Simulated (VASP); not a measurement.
# Cu (I4/mmm) in VASP: a series of runs, part 2 of 3

VASP 6.6.1. Earlier steps stand in the parts before.

## 3. Relaxation of shape and atoms at fixed volume, PBEsol (volume scaled by 0.88)

The input, INCAR:

```
SYSTEM = Cu
PREC = Accurate
ENCUT = 600
EDIFF = 1E-7
ISMEAR = 0
SIGMA = 0.1
LREAL = .False.
LASPH = .True.
NELM = 100
ALGO = Normal
ISIF = 4
LWAVE = .False.
LCHARG = .False.
GGA = PS
IBRION = 2
NSW = 50
EDIFFG = -0.01
```

The input, KPOINTS:

```
Automatic mesh
0
Gamma
  20 20 20
  0 0 0
```

The input, POSCAR:

```
Cu
1.0
   -1.3770209378      1.3770209378      1.3180552736
    1.3770209378     -1.3770209378      1.3180552736
    1.3770209378      1.3770209378     -1.3180552736
Cu
1
Direct
    0.0000000000      0.0000000000      0.0000000000
```

Potentials or basis: VASP PAW PBE potentials, release 64 (Cu).

The run is started by

```console
$ cat potpaw_PBE.64/Cu/POTCAR > POTCAR
$ mpirun -np 1 vasp_std > vasp.out
```

OUTCAR:

```text
SYSTEM = Cu
   PREC = Accurate
   ENCUT = 600
   EDIFF = 1E-7
   ISMEAR = 0
   LREAL = .False.
   LASPH = .True.
   NELM = 100
   ISIF = 4
   GGA = PS
   IBRION = 2
   NSW = 50
   EDIFFG = -0.01

 ion  position               nearest neighbor table
   1  0.000  0.000  0.000-

  LATTYP: Found a body centered tetragonal cell.
 ALAT       =     2.7540418756
 C/A-ratio  =     0.9571788180

  Lattice vectors:

 A1 = (  -1.3770209378,   1.3770209378,   1.3180552736)
 A2 = (   1.3770209378,  -1.3770209378,   1.3180552736)
 A3 = (   1.3770209378,   1.3770209378,  -1.3180552736)

Analysis of symmetry for initial positions (statically):
=====================================================================
 Subroutine PRICEL returns:
 Original cell was already a primitive cell.

 Routine SETGRP: Setting up the symmetry group for a
 body centered tetragonal supercell.

 Subroutine GETGRP returns: Found 16 space group operations
 (whereof 16 operations were pure point group operations)
 out of a pool of 16 trial point group operations.

The static configuration has the point symmetry D_4h.

Analysis of symmetry for dynamics (positions and initial velocities):
=====================================================================
 Subroutine PRICEL returns:
 Original cell was already a primitive cell.

 Routine SETGRP: Setting up the symmetry group for a
 body centered tetragonal supercell.

 Subroutine GETGRP returns: Found 16 space group operations
 (whereof 16 operations were pure point group operations)
 out of a pool of 16 trial point group operations.

The dynamic configuration has the point symmetry D_4h.

 Subroutine INISYM returns: Found 16 space group operations
 (whereof 16 operations are pure point group operations),
 and found     1 'primitive' translations

----------------------------------------------------------------------------------------

                                     Primitive cell

  volume of cell :       9.9971

  direct lattice vectors                    reciprocal lattice vectors
    -1.377020938  1.377020938  1.318055274     0.000000000  0.363102685  0.379346762
     1.377020938 -1.377020938  1.318055274     0.363102685  0.000000000  0.379346762
     1.377020938  1.377020938 -1.318055274     0.363102685  0.363102685  0.000000000

  length of vectors
     2.351519303  2.351519303  2.351519303     0.525116678  0.525116678  0.513504742

  position of ions in fractional coordinates (direct lattice)
     0.000000000  0.000000000  0.000000000

  ion indices of the primitive-cell ions
   primitive index   ion index
                 1           1

----------------------------------------------------------------------------------------

 KPOINTS: Automatic mesh
[... 93 lines left out ...]
   GGA     = PS    functional components
   LHFCALC =     F    Hartree Fock is set to
   AEXX    =    0.0000 exact exchange contribution
   IVDW    =     0    specifies the selected vdW correction
   LEPSILON=     F    determine dielectric tensor
   LRPA    =     F    only Hartree local field effects (RPA)
 conjugate gradient relaxation of ions
 non-spin polarized calculation
 Gauss-broadening in eV      SIGMA  =   0.10
  energy-cutoff  :      600.00
  volume of cell :       10.00
 maximum number of plane-waves:       348
   NGX =  9   NGY =  9   NGZ =  9

--------------------------------------- Ionic step        1  -------------------------------------------

 number of electron      10.9999996 magnetization

 Free energy of the ion-electron system (eV)
  ---------------------------------------------------
  ext. energy  EPLUGINS =         0.00000000
  ---------------------------------------------------
  free energy    TOTEN  =        -4.15369801 eV

  energy without entropy =       -4.15176105  energy(sigma->0) =       -4.15272953

------------------------ aborting loop because EDIFF is reached ----------------------------------------

  FORCE on cell =-STRESS in cart. coord.  units (eV):
  Direction    XX          YY          ZZ          XY          YZ          ZX
  --------------------------------------------------------------------------------------
  -------------------------------------------------------------------------------------
  Total        1.8590706      1.8590706      1.8747619      0.0000000      0.0000000      0.0000000
  in kB      297.9420237    297.9420237    300.4567711      0.0000000      0.0000000      0.0000000
  external PRESSURE =     298.7802728 kB  Pullay stress =       0.0000000 kB

 VOLUME and BASIS-vectors are now :
 -----------------------------------------------------------------------------
  energy-cutoff  :      600.00
  volume of cell :       10.00
      direct lattice vectors                 reciprocal lattice vectors
    -1.377020938  1.377020938  1.318055274     0.000000000  0.363102685  0.379346762
     1.377020938 -1.377020938  1.318055274     0.363102685  0.000000000  0.379346762
     1.377020938  1.377020938 -1.318055274     0.363102685  0.363102685  0.000000000

 POSITION                                       TOTAL-FORCE (eV/Angst)
 -----------------------------------------------------------------------------------
      0.00000      0.00000      0.00000         0.000000      0.000000      0.000000
 -----------------------------------------------------------------------------------
    total drift:                                0.000000     -0.000000     -0.000000

  FREE ENERGIE OF THE ION-ELECTRON SYSTEM (eV)
  ---------------------------------------------------
  free  energy   TOTEN  =        -4.1536980132 eV

  energy  without entropy=       -4.1517610520  energy(sigma->0) =       -4.15272953

--------------------------------------- Ionic step        2  -------------------------------------------

 number of electron      10.9999995 magnetization

 Free energy of the ion-electron system (eV)
  ---------------------------------------------------
  ext. energy  EPLUGINS =         0.00000000
  ---------------------------------------------------
  free energy    TOTEN  =        -4.15370552 eV

  energy without entropy =       -4.15176761  energy(sigma->0) =       -4.15273657

 E-fermi :   9.6900     XC(G=0): -13.9135

 val. band max:        9.6795366401   @ k =  -0.3500   0.4000   0.2000
 cond. band min:       9.7010482289   @ k =   0.5000   0.5000   0.1000
 fundamental gap:      0.0215115888
 Fermi energy:         9.6899821149

 k-point     1 :       0.0000    0.0000    0.0000
  band No.  band energies     occupation
      1      -1.0823      2.00000
      2       5.8193      2.00000
      3       6.0381      2.00000
      4       6.0381      2.00000
      5       7.1339      2.00000
      6       7.3683      2.00000
      7      35.8854      0.00000
      8      35.8854      0.00000
      9      37.0608      0.00000
[... 265 lines left out ...]
 k-point    24 :      -0.3500    0.0500   -0.0000
  band No.  band energies     occupation
      1       2.7362      2.00000
      2       5.2137      2.00000
      3       6.0464      2.00000
      4       7.1768      2.00000
      5       7.3614      2.00000
      6       7.6283      2.00000
      7      21.1858      0.00000
      8      28.7143      0.00000
      9      30.5661      0.00000

 [... further k-points ...]
[... 5 lines left out ...]
  --------------------------------------------------------------------------------------
  -------------------------------------------------------------------------------------
  Total        1.8604957      1.8604957      1.8746888      0.0000000     -0.0000000      0.0000000
  in kB      298.1704185    298.1704185    300.4450616      0.0000000     -0.0000000      0.0000000
  external PRESSURE =     298.9286329 kB  Pullay stress =       0.0000000 kB

 VOLUME and BASIS-vectors are now :
 -----------------------------------------------------------------------------
  energy-cutoff  :      600.00
  volume of cell :       10.00
      direct lattice vectors                 reciprocal lattice vectors
    -1.376673562  1.376673562  1.318720527     0.000000000  0.363194307  0.379155393
     1.376673562 -1.376673562  1.318720527     0.363194307  0.000000000  0.379155393
     1.376673562  1.376673562 -1.318720527     0.363194307  0.363194307  0.000000000

 POSITION                                       TOTAL-FORCE (eV/Angst)
 -----------------------------------------------------------------------------------
      0.00000      0.00000      0.00000         0.000000      0.000000      0.000000
 -----------------------------------------------------------------------------------
    total drift:                                0.000000     -0.000000      0.000000

  FREE ENERGIE OF THE ION-ELECTRON SYSTEM (eV)
  ---------------------------------------------------
  free  energy   TOTEN  =        -4.1537055220 eV

  energy  without entropy=       -4.1517676120  energy(sigma->0) =       -4.15273657

 reached required accuracy - stopping structural energy minimisation
```

OSZICAR:

```text
N       E                     dE             d eps       ncg     rms          rms(c)
DAV:   1     0.364405454373E+02    0.36441E+02   -0.62612E+03 12076   0.240E+03
DAV:   2    -0.480307736857E+01   -0.41244E+02   -0.39213E+02 11667   0.209E+02
DAV:   3    -0.526357699875E+01   -0.46050E+00   -0.45931E+00 13329   0.314E+01
DAV:   4    -0.526650463632E+01   -0.29276E-02   -0.29273E-02 13420   0.226E+00
DAV:   5    -0.526653631709E+01   -0.31681E-04   -0.31680E-04 13024   0.199E-01    0.834E+00
DAV:   6    -0.444385391936E+01    0.82268E+00   -0.15868E+01 12118   0.995E+01    0.306E+00
DAV:   7    -0.417527181555E+01    0.26858E+00   -0.20125E+00 12224   0.349E+01    0.798E-01
DAV:   8    -0.415410042938E+01    0.21171E-01   -0.15229E-02 17474   0.184E+00    0.135E-01
DAV:   9    -0.415368616066E+01    0.41427E-03   -0.17859E-03 12957   0.891E-01    0.198E-02
DAV:  10    -0.415369836722E+01   -0.12207E-04   -0.21560E-05 13830   0.903E-02    0.340E-03
DAV:  11    -0.415369809591E+01    0.27131E-06   -0.15515E-07 10310   0.712E-03    0.762E-04
DAV:  12    -0.415369801322E+01    0.82692E-07   -0.26426E-08  6344   0.301E-03
   1 F= -.41536980E+01 E0= -.41527295E+01  d E =-.415370E+01
       N       E                     dE             d eps       ncg     rms          rms(c)
DAV:   1    -0.415373076457E+01   -0.32669E-04   -0.90573E-04 13024   0.389E-01    0.356E-02
DAV:   2    -0.415371398844E+01    0.16776E-04   -0.74656E-06 15847   0.816E-02    0.208E-02
DAV:   3    -0.415370553225E+01    0.84562E-05   -0.94282E-06 15978   0.992E-02    0.125E-03
DAV:   4    -0.415370552195E+01    0.10298E-07   -0.18958E-07  8178   0.858E-03
   2 F= -.41537055E+01 E0= -.41527366E+01  d E =-.750873E-05
```

Wall time 54 s (1 thread of AMD EPYC 9R45 (Zen 5), shared host); peak memory 0.16 GiB.

What came out:

```
Free energy               : -4.1537 eV
Energy gained by relaxing : 0.0 meV/atom
Ionic steps               : 2
Pressure after relaxing   : 29.9 GPa
```

Stress tensor (GPa, compression positive):
```
29.82  0.00  0.00
 0.00 29.82  0.00
 0.00  0.00 30.04
```

Final structure:
```xyz
1
Lattice="-1.3767 1.3767 1.3187 1.3767 -1.3767 1.3187 1.3767 1.3767 -1.3187" Properties=species:S:1:pos:R:3 pbc="T T T"
Cu    0.0000    0.0000    0.0000
```

Levels at points of the mesh, in eV from the Fermi level:
```tsv
k point	band 3	band 4	band 5	band 6	band 7	band 8	band 9
(0.00, 0.00, 0.00)	-3.65	-3.65	-2.56	-2.32	26.20	26.20	27.37
(0.50, 0.00, 0.00)	-2.45	-2.19	-1.47	-0.98	5.46	18.45	19.21
(0.50, 0.50, 0.00)	-2.63	-2.34	-1.50	-1.36	4.94	19.61	20.65
(0.50, 0.50, 0.50)	-1.72	-1.72	-1.66	8.31	8.31	10.14	14.42
```

Caveat: the PAW data sets were made with another functional, which shifts forces and pressure a little.

## 4. Relaxation of shape and atoms at fixed volume, PBEsol (volume scaled by 0.91)

The input, INCAR:

```
SYSTEM = Cu
  PREC = Accurate
  ENCUT = 600
  EDIFF = 1E-6
  ISMEAR = 0
  SIGMA = 0.1
  LREAL = .FALSE.
  LASPH = .TRUE.
  NELM = 100
  ALGO = Normal
  ISIF = 4
  LWAVE = .FALSE.
  LCHARG = .FALSE.
  GGA = PS
  IBRION = 2
  NSW = 50
  EDIFFG = -0.01
```

The input, KPOINTS:

```
Automatic mesh
0
G
  20 20 20
  0 0 0
```

The input, POSCAR:

```
Cu
1.0
   -1.3952112432      1.3952112432      1.3276802539
    1.3952112432     -1.3952112432      1.3276802539
    1.3952112432      1.3952112432     -1.3276802539
Cu
1
Direct
    0.0000000000      0.0000000000      0.0000000000
```

Potentials or basis: VASP PAW PBE potentials, release 64 (Cu).

The run is started by

```console
$ cat potpaw_PBE.64/Cu/POTCAR > POTCAR
$ mpirun -np 1 vasp_std > vasp.out
```

OUTCAR:

```text
SYSTEM = Cu
   PREC = Accurate
   ENCUT = 600
   EDIFF = 1E-6
   ISMEAR = 0
   LREAL = .FALSE.
   LASPH = .TRUE.
   NELM = 100
   ISIF = 4
   GGA = PS
   IBRION = 2
   NSW = 50
   EDIFFG = -0.01

 ion  position               nearest neighbor table
   1  0.000  0.000  0.000-

  LATTYP: Found a body centered tetragonal cell.
 ALAT       =     2.7904224864
 C/A-ratio  =     0.9515980181

  Lattice vectors:

 A1 = (  -1.3952112432,   1.3952112432,   1.3276802539)
 A2 = (   1.3952112432,  -1.3952112432,   1.3276802539)
 A3 = (   1.3952112432,   1.3952112432,  -1.3276802539)

Analysis of symmetry for initial positions (statically):
=====================================================================
 Subroutine PRICEL returns:
 Original cell was already a primitive cell.

 Routine SETGRP: Setting up the symmetry group for a
 body centered tetragonal supercell.

 Subroutine GETGRP returns: Found 16 space group operations
 (whereof 16 operations were pure point group operations)
 out of a pool of 16 trial point group operations.

The static configuration has the point symmetry D_4h.

[... 158 lines left out ...]

 E-fermi :   9.1927     XC(G=0): -13.7063

 val. band max:        9.1480989155   @ k =   0.3500   0.1000   0.0500
 cond. band min:       9.2035107270   @ k =  -0.1000   0.5000   0.0500
 fundamental gap:      0.0554118115
 Fermi energy:         9.1926785839

 k-point     1 :       0.0000    0.0000    0.0000
  band No.  band energies     occupation
      1      -1.2831      2.00000
      2       5.4495      2.00000
      3       5.6907      2.00000
      4       5.6907      2.00000
      5       6.7004      2.00000
      6       6.9585      2.00000
      7      35.0006      0.00000
      8      35.0006      0.00000
      9      36.3587      0.00000
[... 265 lines left out ...]
 k-point    24 :      -0.3500    0.0500    0.0000
  band No.  band energies     occupation
      1       2.4737      2.00000
      2       4.8864      2.00000
      3       5.6966      2.00000
      4       6.7699      2.00000
      5       6.9342      2.00000
      6       7.1919      2.00000
      7      20.4766      0.00000
      8      27.8021      0.00000
      9      29.5702      0.00000

 [... further k-points ...]
[... 5 lines left out ...]
  --------------------------------------------------------------------------------------
  -------------------------------------------------------------------------------------
  Total        1.3232451      1.3232451      1.3342104      0.0000000      0.0000000      0.0000000
  in kB      205.0772293    205.0772293    206.7766420      0.0000000      0.0000000      0.0000000
  external PRESSURE =     205.6437002 kB  Pullay stress =       0.0000000 kB

 VOLUME and BASIS-vectors are now :
 -----------------------------------------------------------------------------
  energy-cutoff  :      600.00
  volume of cell :       10.34
      direct lattice vectors                 reciprocal lattice vectors
    -1.395211243  1.395211243  1.327680254     0.000000000  0.358368672  0.376596698
     1.395211243 -1.395211243  1.327680254     0.358368672  0.000000000  0.376596698
     1.395211243  1.395211243 -1.327680254     0.358368672  0.358368672  0.000000000

 POSITION                                       TOTAL-FORCE (eV/Angst)
 -----------------------------------------------------------------------------------
      0.00000      0.00000      0.00000        -0.000000      0.000000      0.000000
 -----------------------------------------------------------------------------------
    total drift:                                0.000000     -0.000000      0.000000

  FREE ENERGIE OF THE ION-ELECTRON SYSTEM (eV)
  ---------------------------------------------------
  free  energy   TOTEN  =        -4.2070738229 eV

  energy  without entropy=       -4.2050505483  energy(sigma->0) =       -4.20606219

 reached required accuracy - stopping structural energy minimisation
```

OSZICAR:

```text
N       E                     dE             d eps       ncg     rms          rms(c)
DAV:   1     0.370258211965E+02    0.37026E+02   -0.62698E+03 11996   0.240E+03
DAV:   2    -0.484085652760E+01   -0.41867E+02   -0.39900E+02 11689   0.209E+02
DAV:   3    -0.531504129083E+01   -0.47418E+00   -0.47310E+00 13246   0.318E+01
DAV:   4    -0.531825954975E+01   -0.32183E-02   -0.32178E-02 13377   0.236E+00
DAV:   5    -0.531829564685E+01   -0.36097E-04   -0.36096E-04 13089   0.210E-01    0.835E+00
DAV:   6    -0.452732346846E+01    0.79097E+00   -0.16761E+01 12128   0.101E+02    0.334E+00
DAV:   7    -0.422709737771E+01    0.30023E+00   -0.22462E+00 12231   0.365E+01    0.764E-01
DAV:   8    -0.420760404911E+01    0.19493E-01   -0.12612E-02 17471   0.157E+00    0.159E-01
DAV:   9    -0.420706240588E+01    0.54164E-03   -0.25459E-03 12772   0.107E+00    0.202E-02
DAV:  10    -0.420707392649E+01   -0.11521E-04   -0.25353E-05 13808   0.970E-02    0.408E-03
DAV:  11    -0.420707382289E+01    0.10361E-06   -0.22239E-07  6828   0.929E-03
   1 F= -.42070738E+01 E0= -.42060622E+01  d E =-.420707E+01
```

It took 36 s on 1 thread of AMD EPYC 9R45 (Zen 5), shared host; peak memory 0.16 GiB.

What came out:

* Free energy: -4.2071 eV
* Pressure after relaxing: 20.6 GPa

Stress tensor (GPa, compression positive):
```
20.51  0.00  0.00
 0.00 20.51  0.00
 0.00  0.00 20.68
```

Final structure:
```yaml
crystal:
  lattice:
    - [-1.39521, 1.39521, 1.32768]
    - [1.39521, -1.39521, 1.32768]
    - [1.39521, 1.39521, -1.32768]
  atoms:
    - { symbol: Cu, position: [0.00000, 0.00000, 0.00000] }
```

Caveat: the relaxation stopped at its first step, so nothing moved; the PAW data sets were made with another functional, which shifts forces and pressure a little.

(Continued in part 3 of 3.)
